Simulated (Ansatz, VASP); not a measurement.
**Ru in VASP and in Ansatz**

```
Ru
1.0
     2.68948    0.00000    0.00000
    -1.34474    2.32916    0.00000
     0.00000    0.00000    4.25194
Ru
2
Direct
  0.33333 0.66667 0.25000
  0.66667 0.33333 0.75000
```

Alike in both runs: functional PBEsol; k mesh 18 × 18 × 10; occupations gaussian, width 0.1 eV; no spin polarisation.

Ansatz relaxed the structure, and its values are those at the end. VASP's run is a single point on that final structure, the one shown.

```csv
,VASP,Ansatz
version,VASP 6.6.1,Ansatz 0.2.0
potentials or method,"VASP PAW PBE potentials, release 64 (Ru_pv), cutoff 520 eV","scalar-relativistic, plane waves, PAW"
valence electrons in the cell,28,32
```

Ansatz gave:

* gap on the k mesh at the Fermi level (eV): none
* pressure (GPa): 0.0

Problem. What did VASP give for the same quantities?

Solution. gap on the k mesh at the Fermi level (eV): none; pressure (GPa): -0.1.

VASP's potentials were made for PBE, not for PBEsol. A gap of «none» marks a metal or a gap that the smearing closes. With one functional, cell and mesh, what is left measures potentials, basis and numerics. VASP's potentials hold 28 valence electrons a cell and Ansatz's 32, so a difference there can come from the potentials and not from the codes.
